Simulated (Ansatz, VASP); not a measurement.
**MgO2: VASP beside Ansatz**

```
CELL_PARAMETERS angstrom
4.93577 0.00000 0.00000
0.00000 4.93577 0.00000
0.00000 0.00000 4.93577
ATOMIC_POSITIONS crystal
Mg 0.00000 0.50000 0.50000
Mg 0.50000 0.50000 0.00000
Mg 0.50000 0.00000 0.50000
Mg 0.00000 0.00000 0.00000
O 0.41272 0.08728 0.91272
O 0.08728 0.91272 0.41272
O 0.91272 0.41272 0.08728
O 0.58728 0.58728 0.58728
O 0.41272 0.41272 0.41272
O 0.08728 0.58728 0.91272
O 0.91272 0.08728 0.58728
O 0.58728 0.91272 0.08728
```

Alike in both runs: functional PBEsol; k mesh 6 × 6 × 6; occupations gaussian, width 0.02 eV; no spin polarisation.

Ansatz relaxed the structure, and its values are those at the end. VASP's run is a single point on that final structure, the one shown.

|  | VASP | Ansatz |
| --- | --- | --- |
| version | VASP 6.6.1 | Ansatz 0.2.0 |
| potentials or method | VASP PAW PBE potentials, release 64 (Mg, O), cutoff 520 eV | scalar-relativistic, plane waves, PAW |
| valence electrons in the cell | 56 | 88 |

|  | VASP | Ansatz | Ansatz less VASP |
| --- | --- | --- | --- |
| gap on the k mesh at the Fermi level (eV) | 3.76 | 3.78 | +0.025 |
| least direct gap on the mesh (eV) | 3.86 | 3.88 | +0.024 |
| pressure (GPa) | -7.1 | -7.0 | +0.15 |
| rms of the force components (eV/Å) | 0.089 | 0.001 | -0.0883 |

VASP's potentials were made for PBE, not for PBEsol. VASP's potentials hold 56 valence electrons a cell and Ansatz's 88, so a difference there can come from the potentials and not from the codes. Ansatz's warnings: stress scf threshold loose.
